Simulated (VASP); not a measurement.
Set up this calculation in VASP 6.6.1, as the native input.

* Task: single point
* Functional: r2SCAN
* Potentials or basis: VASP PAW PBE potentials, release 64 (K_sv, Br)
* Cutoff: 520 eV
* k mesh: 6 × 6 × 6
* Occupations: gaussian, width 0.05 eV
* Spin: no spin polarisation
* Dipole correction: no
* Further INCAR settings: ALGO = Normal; EDIFF = 1e-07; NBANDS = 15

The system is KBr.

```
K Br
1.0
     0.00000    3.55590    3.55590
     3.55590    0.00000    3.55590
     3.55590    3.55590    0.00000
K Br
1 1
Cartesian
  0.0000 0.0000 0.0000
  3.5559 3.5559 3.5559
```

This cell differs from its parent crystal: strain +0.080 along x and y, +0.080 along z.

The input as run:

POSCAR

```
KBr
1.0
    0.0000000000      3.5559000000      3.5559000000
    3.5559000000      0.0000000000      3.5559000000
    3.5559000000      3.5559000000      0.0000000000
K Br
1 1
Direct
    0.0000000000      0.0000000000      0.0000000000
    0.5000000000      0.5000000000      0.5000000000
```

INCAR.step1

```
  PREC = Accurate
  ENCUT = 520
  ISMEAR = 0
  SIGMA = 0.05
  LREAL = F
  LASPH = T
  NELM = 80
  NBANDS = 15
  GGA = PE
  ALGO = Normal
  EDIFF = 1E-4
  LWAVE = T
  LCHARG = F
```

INCAR.step2

```
  PREC = Accurate
  ENCUT = 520
  EDIFF = 1E-7
  ISMEAR = 0
  SIGMA = 0.05
  LREAL = F
  LASPH = T
  NELM = 80
  ALGO = Normal
  ISIF = 2
  LWAVE = F
  LCHARG = T
  METAGGA = R2SCAN
  LMIXTAU = T
  LELF = T
  LVHAR = T
  NBANDS = 15
  ISTART = 1
```

KPOINTS

```
Automatic mesh
0
Gamma
  6 6 6
```

Potentials or basis: VASP PAW PBE potentials, release 64 (K_sv, Br).

The run is started by

```sh
$ cat potpaw_PBE.64/K_sv/POTCAR potpaw_PBE.64/Br/POTCAR > POTCAR
$ cp INCAR.step1 INCAR
$ mpirun -np 1 vasp_std > vasp.out
$ cp INCAR.step2 INCAR
$ mpirun -np 1 vasp_std > vasp.out
```

Results of the run:

The pressure is -2.1 GPa and the band gap on the k mesh is 4.53 eV, direct.

Caveat: the cell differs from its parent crystal (strain +0.080 along x and y, +0.080 along z); the PAW data sets were made with another functional, which shifts forces and pressure a little.

Run time: 50 s on 1 thread of Intel(R) Xeon(R) 6975P-C (Granite Rapids), on a shared host, peak memory 0.26 GiB.
